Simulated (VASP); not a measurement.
# SnO (Cm) in VASP: single point with PBEsol+D3(BJ)

Aim: the single point of SnO with PBEsol+D3(BJ).

Everything below comes from runs of VASP 6.6.1. Logs are shortened: lines on timing, memory, paths and dates and some standing lists are left out, and cuts for length are marked.

## 1. The cell of the first run

Symmetry: Cm, No. 8, monoclinic system. Conventional cell: a = 5.332 Å, b = 5.332 Å, c = 4.563 Å, α = 90.00°, β = 90.00°, γ = 90.00°. Sn (site symmetry m) has 4 O at 2.19 to 2.30 Å within 2.9 Å. Sn (site symmetry m) has 4 O at 2.12 to 2.24 Å within 2.8 Å. Within 2.8 Å of O (site symmetry 1) lie 4 Sn at 2.12 to 2.30 Å and 4 O at 2.67 Å.

## 2. Single point, PBEsol+D3(BJ) (all Sn atoms moved +0.113 Å, as atom 1 along Cartesian [1 1 1])

Input file INCAR:

```
PREC = Accurate
ENCUT = 600
EDIFF = 1E-6
ISMEAR = 0
SIGMA = 0.15
LREAL = F
LASPH = T
NELM = 120
ALGO = Normal
ISIF = 2
LWAVE = F
LCHARG = F
GGA = PS
IVDW = 12
NBANDS = 28
GGA_COMPAT = F
```

Input file KPOINTS:

```
regular mesh
0
Gamma
  12 12 10
```

Input file POSCAR:

```
SnO
1.0
    3.7703910616      0.0000000000      0.0000000000
    0.0000000000      3.7703910616      0.0000000000
    0.0000000000      0.0000000000      4.5633702865
Sn O
2 2
Direct
    0.0172268352      0.5172268352      0.2674919085
    0.5172268352      0.0172268352      0.7609747297
    0.0000000000      0.0000000000      0.0000000000
    0.5000000000      0.5000000000      0.0000000000
```

Potentials or basis: VASP PAW PBE potentials, release 64 (Sn_d, O).

The run is started by

```sh
$ cat potpaw_PBE.64/Sn_d/POTCAR potpaw_PBE.64/O/POTCAR > POTCAR
$ mpirun -np 1 vasp_std > vasp.out
```

OUTCAR:

```text
PREC = Accurate
   ENCUT = 600
   EDIFF = 1E-6
   ISMEAR = 0
   LREAL = F
   LASPH = T
   NELM = 120
   ISIF = 2
   GGA = PS
   IVDW = 12
 IVDW          = 12

 ion  position               nearest neighbor table
   1  0.017  0.517  0.267-   3 2.19   4 2.19   3 2.30   4 2.30   2 3.49   2 3.49   2 3.49   2 3.49
                             2 3.53   2 3.53   2 3.53   2 3.53
   2  0.517  0.017  0.761-   3 2.12   4 2.12   4 2.24   3 2.24   1 3.49   1 3.49   1 3.49   1 3.49
                             1 3.53   1 3.53   1 3.53   1 3.53
   3  0.000  0.000  0.000-   2 2.12   1 2.19   2 2.24   1 2.30
   4  0.500  0.500  0.000-   2 2.12   1 2.19   2 2.24   1 2.30

  LATTYP: Found a simple tetragonal cell.
 ALAT       =     3.7703910616
 C/A-ratio  =     1.2103175007

  Lattice vectors:

 A1 = (   3.7703910616,   0.0000000000,   0.0000000000)
 A2 = (   0.0000000000,   3.7703910616,   0.0000000000)
 A3 = (   0.0000000000,   0.0000000000,   4.5633702865)

Analysis of symmetry for initial positions (statically):
=====================================================================
 Subroutine PRICEL returns:
 Original cell was already a primitive cell.

 Routine SETGRP: Setting up the symmetry group for a
 simple tetragonal supercell.

 Subroutine GETGRP returns: Found  2 space group operations
 (whereof  1 operations were pure point group operations)
 out of a pool of 16 trial point group operations.

The static configuration has the point symmetry C_1 .
 The point group associated with its full space group is C_1h.

Analysis of symmetry for dynamics (positions and initial velocities):
=====================================================================
 Subroutine PRICEL returns:
 Original cell was already a primitive cell.

 Routine SETGRP: Setting up the symmetry group for a
 simple tetragonal supercell.

 Subroutine GETGRP returns: Found  2 space group operations
 (whereof  1 operations were pure point group operations)
 out of a pool of 16 trial point group operations.

The dynamic configuration has the point symmetry C_1 .
 The point group associated with its full space group is C_1h.

 Subroutine INISYM returns: Found  2 space group operations
 (whereof  1 operations are pure point group operations),
 and found     1 'primitive' translations

----------------------------------------------------------------------------------------

                                     Primitive cell

  volume of cell :      64.8722

  direct lattice vectors                    reciprocal lattice vectors
     3.770391062  0.000000000  0.000000000     0.265224478  0.000000000  0.000000000
     0.000000000  3.770391062  0.000000000     0.000000000  0.265224478  0.000000000
     0.000000000  0.000000000  4.563370286     0.000000000  0.000000000  0.219136282

  length of vectors
     3.770391062  3.770391062  4.563370286     0.265224478  0.265224478  0.219136282

  position of ions in fractional coordinates (direct lattice)
     0.017226835  0.517226835  0.267491908
     0.517226835  0.017226835  0.760974730
     0.000000000  0.000000000  0.000000000
     0.500000000  0.500000000  0.000000000

  ion indices of the primitive-cell ions
   primitive index   ion index
                 1           1
                 2           2
                 3           3
                 4           4

----------------------------------------------------------------------------------------

 KPOINTS: regular mesh

Automatic generation of k-mesh.
 Grid dimensions read from file:
 generate k-points for:   12   12   10

 Generating k-lattice:

  Cartesian coordinates                     Fractional coordinates (reciprocal lattice)
     0.022102040  0.000000000  0.000000000     0.083333333  0.000000000  0.000000000
     0.000000000  0.022102040  0.000000000     0.000000000  0.083333333  0.000000000
     0.000000000  0.000000000  0.021913628     0.000000000  0.000000000  0.100000000

  Length of vectors
     0.022102040  0.022102040  0.021913628

  Shift w.r.t. Gamma in fractional coordinates (k-lattice)
     0.000000000  0.000000000  0.000000000

 Subroutine IBZKPT returns following result:
 ===========================================

 Found    398 irreducible k-points:

 Following reciprocal coordinates:
            Coordinates               Weight
  0.000000  0.000000  0.000000      1.000000
  0.083333  0.000000  0.000000      4.000000
  0.166667  0.000000  0.000000      4.000000
  0.250000  0.000000  0.000000      4.000000
  0.333333  0.000000  0.000000      4.000000
  0.416667  0.000000  0.000000      4.000000
[... 16 lines left out ...]
  0.333333  0.166667  0.000000      4.000000
 -0.166667  0.333333  0.000000      4.000000
 [... further k-points ...]
   k-points           NKPTS =    398   k-points in BZ     NKDIM =    398   number of bands    NBANDS=     28
   number of dos      NEDOS =    301   number of ions     NIONS =      4
   total plane-waves  NPLWV =  32400
   dimension x,y,z NGX =    30 NGY =   30 NGZ =   36
   dimension x,y,z NGXF=    60 NGYF=   60 NGZF=   72
   ions per type =               2   2
   NGX,Y,Z   is equivalent  to a cutoff of  13.23, 13.23, 13.11 a.u.
   NGXF,Y,Z  is equivalent  to a cutoff of  26.46, 26.46, 26.23 a.u.
 SYSTEM =  unknown system
   PREC   = accura    normal or accurate (medium, high low for compatibility)
   ISTART =      0    job   : 0-new  1-cont  2-samecut
   ICHARG =      2    charge: 1-file 2-atom 10-const
   ISPIN  =      1    spin polarized calculation?
   LNONCOLLINEAR =      F non collinear calculations
   LSORBIT =      F    spin-orbit coupling
   LASPH  =      T    aspherical Exc in radial PAW
   ENCUT  =  600.0 eV  44.10 Ry    6.64 a.u.   7.53  7.53  9.11*2*pi/ulx,y,z
   NELM   =    120;   NELMIN=  2; NELMDL= -5     # of ELM steps
   EDIFF  = 0.1E-05   stopping-criterion for ELM
   LREAL  =      F    real-space projection
   EDIFFG = 0.1E-04   stopping-criterion for IOM
   NSW    =      0    number of steps for IOM
   IBRION =     -1    ionic relax: 0-MD 1-quasi-New 2-CG
   NFREE  =      0    steps in history (QN), initial steepest desc. (CG)
   ISIF   =      2    stress and relaxation
   ISYM   =      2    0-nonsym 1-usesym 2-fastsym
   POTIM  = 0.5000    time-step for ionic-motion
   TEBEG  =    0.0;   TEEND  =   0.0 temperature during run
   PSTRESS=    0.0 pullay stress
   NELECT =      40.0000    total number of electrons
   NUPDOWN=      -1.0000    fix difference up-down
   EMIN   =  10.00;   EMAX   =-10.00  energy-range for DOS
   EFERMI =   0.00;   METHOD = LEGACY
   ISMEAR =     0;   SIGMA  =   0.15  broadening in eV -4-tet -1-fermi 0-gaus
   EFERMI_NEDOS =   21; number of points for ismear=-14 and -15
   IALGO  =     38    algorithm
   IMIX   =      4    mixing-type and parameters
     AMIX     =   0.40;   BMIX     =  1.00
     AMIX_MAG =   1.60;   BMIX_MAG =  1.00
  volume/ion in A,a.u.               =      16.22       109.44
  Fermi-wavevector in a.u.,A,eV,Ry     =   1.393398  2.633141 26.416518  1.941559
  Thomas-Fermi vector in A             =   2.517048
   LORBIT       =      0    0 simple, 1 ext, 2 COOP (PROOUT), +10 PAW based schemes
   GGA     = PS    functional components
   LHFCALC =     F    Hartree Fock is set to
   AEXX    =    0.0000 exact exchange contribution
   IVDW    =    12    specifies the selected vdW correction
   LEPSILON=     F    determine dielectric tensor
   LRPA    =     F    only Hartree local field effects (RPA)
 non-spin polarized calculation
 Gauss-broadening in eV      SIGMA  =   0.15
  energy-cutoff  :      600.00
  volume of cell :       64.87
 maximum number of plane-waves:      2198
   NGX = 15   NGY = 15   NGZ = 19

 number of electron      40.0000021 magnetization

 Free energy of the ion-electron system (eV)
  ---------------------------------------------------
  ext. energy  EPLUGINS =         0.00000000
  ---------------------------------------------------
  free energy    TOTEN  =       -24.12651684 eV

  energy without entropy =      -24.12189508  energy(sigma->0) =      -24.12420596

 E-fermi :   7.9633     XC(G=0): -10.9326

 val. band max:        7.9495819186   @ k =  -0.0833   0.0833   0.1000
 cond. band min:       7.9649891690   @ k =   0.5000   0.4167   0.0000
 fundamental gap:      0.0154072505
 Fermi energy:         7.9632843422

 k-point     1 :       0.0000    0.0000    0.0000
  band No.  band energies     occupation
      1     -14.1202      2.00000
      2     -13.6481      2.00000
      3     -13.6461      2.00000
      4     -13.6130      2.00000
      5     -13.6008      2.00000
      6     -13.5889      2.00000
[... 20 lines left out ...]
     27      14.4928      0.00000
     28      14.7263      0.00000

 k-point     2 :       0.0833    0.0000    0.0000
  band No.  band energies     occupation
      1     -14.1158      2.00000
      2     -13.6488      2.00000
      3     -13.6439      2.00000
      4     -13.6119      2.00000
      5     -13.6021      2.00000
      6     -13.5865      2.00000
[... 20 lines left out ...]
     27      14.5827      0.00000
     28      15.3721      0.00000

 k-point     3 :       0.1667    0.0000    0.0000
  band No.  band energies     occupation
      1     -14.1033      2.00000
      2     -13.6699      2.00000
      3     -13.6370      2.00000
      4     -13.6256      2.00000
      5     -13.6017      2.00000
      6     -13.5835      2.00000
[... 20 lines left out ...]
     27      14.7053      0.00000
     28      16.7148      0.00000

 k-point     4 :       0.2500    0.0000    0.0000
  band No.  band energies     occupation
      1     -14.0837      2.00000
      2     -13.7500      2.00000
      3     -13.6286      2.00000
      4     -13.6254      2.00000
      5     -13.6001      2.00000
      6     -13.5811      2.00000
[... 578 lines left out ...]
     27      16.4367      0.00000
     28      16.5571      0.00000

 k-point    23 :       0.3333    0.1667    0.0000
  band No.  band energies     occupation
      1     -14.0639      2.00000
      2     -13.8834      2.00000
      3     -13.6369      2.00000
      4     -13.6097      2.00000
      5     -13.5767      2.00000
      6     -13.5729      2.00000
[... 20 lines left out ...]
     27      16.0843      0.00000
     28      16.6520      0.00000

 k-point    24 :      -0.1667    0.3333    0.0000
  band No.  band energies     occupation
      1     -14.0580      2.00000
      2     -13.8887      2.00000
      3     -13.6394      2.00000
      4     -13.6097      2.00000
      5     -13.5839      2.00000
      6     -13.5628      2.00000
[... 20 lines left out ...]
     27      16.1056      0.00000
     28      16.6119      0.00000

 [... further k-points ...]

------------------------ aborting loop because EDIFF is reached ----------------------------------------

 Edisp (eV)   -0.93354

 E8    (eV) :    -0.6177

  FORCE on cell =-STRESS in cart. coord.  units (eV):
  Direction    XX          YY          ZZ          XY          YZ          ZX
  --------------------------------------------------------------------------------------
  -------------------------------------------------------------------------------------
  Total       0.35496     0.35496     0.22476    -0.04145     0.12086     0.12086
  in kB       8.76671     8.76671     5.55088    -1.02381     2.98485     2.98484
  external pressure =        7.69 kB  Pullay stress =        0.00 kB

 VOLUME and BASIS-vectors are now :
 -----------------------------------------------------------------------------
  energy-cutoff  :      600.00
  volume of cell :       64.87
      direct lattice vectors                 reciprocal lattice vectors
     3.770391062  0.000000000  0.000000000     0.265224478  0.000000000  0.000000000
     0.000000000  3.770391062  0.000000000     0.000000000  0.265224478  0.000000000
     0.000000000  0.000000000  4.563370286     0.000000000  0.000000000  0.219136282

 POSITION                                       TOTAL-FORCE (eV/Angst)
 -----------------------------------------------------------------------------------
      0.06495      1.95015      1.22066        -0.200819     -0.200819     -0.262449
      1.95015      0.06495      3.47261        -0.359682     -0.359682     -0.649247
      0.00000      0.00000      0.00000         0.372502      0.187999      0.455848
      1.88520      1.88520      0.00000         0.187999      0.372502      0.455848
 -----------------------------------------------------------------------------------
    total drift:                               -0.000149     -0.000149     -0.000029

  FREE ENERGIE OF THE ION-ELECTRON SYSTEM (eV)
  ---------------------------------------------------
  free  energy   TOTEN  =       -25.0600563011 eV

  energy  without entropy=      -25.0554345480  energy(sigma->0) =      -25.05774542
```

Wall time 7.6 min (1 thread of Oxide Virtual Turin-like, shared host); peak memory 0.72 GiB.

What came out:

- Free energy: -25.0601 eV
- Pressure: 0.8 GPa
- Largest force: 0.825 eV/Å
- Band gap on the k mesh: zero (bands 20 and 21 overlap by 0.46 eV)
- Dispersion energy per atom: -0.233 eV

Forces in eV/Å, atoms in the order of the input:
```
Sn  -0.201 -0.201 -0.262
Sn  -0.360 -0.360 -0.649
O    0.373  0.188  0.456
O    0.188  0.373  0.456
```

Caveat: the cell differs from its parent crystal (all Sn atoms moved +0.113 Å, as atom 1 along Cartesian [1 1 1]); semilocal functionals underestimate gaps, and a narrow one can read as zero; the PAW data sets were made with another functional, which shifts forces and pressure a little; spin-orbit coupling is left out, which moves the levels of the heavy elements.
